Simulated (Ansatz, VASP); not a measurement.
# LiNbO3: VASP beside Ansatz

```
Li Nb O
1.0
     2.57708    1.48788    4.66257
    -2.57708    1.48788    4.66257
     0.00000   -2.97576    4.66257
Li Nb O
2 2 6
Direct
  0.70547 0.70547 0.70547
  0.20547 0.20547 0.20547
  0.98751 0.98751 0.98751
  0.48751 0.48751 0.48751
  0.88248 0.27009 0.62090
  0.62090 0.88248 0.27009
  0.27009 0.62090 0.88248
  0.77009 0.38248 0.12090
  0.38248 0.12090 0.77009
  0.12090 0.77009 0.38248
```

Alike in both runs: task relaxation of cell and atoms; functional PBEsol; k mesh 6 × 6 × 6; occupations gaussian, width 0.02 eV; no spin polarisation.

```csv
,VASP,Ansatz
version,VASP 6.6.1,Ansatz 0.2.0
potentials or method,"VASP PAW PBE potentials, release 64 (Li_sv, Nb_sv, O), cutoff 600 eV","scalar-relativistic, plane waves, PAW"
valence electrons in the cell,68,68
```

VASP gave:

```
gap on the k mesh at the Fermi level, each at its own relaxed structure (eV)  : 3.49
relaxed volume (Å³/atom)                                                      : 10.48
relaxed length of the cell vector where the two differ most in proportion (Å) : 5.473
```

Question: What did Ansatz give for the same quantities?

Answer: gap on the k mesh at the Fermi level, each at its own relaxed structure (eV): 3.53; relaxed volume (Å³/atom): 10.52; relaxed length of the cell vector where the two differ most in proportion (Å): 5.479.

VASP's potentials were made for PBE, not for PBEsol, and Ansatz warns of the same on its side.

Noted on VASP's run: the cutoff is under 1.25 times that of the potentials, so the pressure is a little rough.
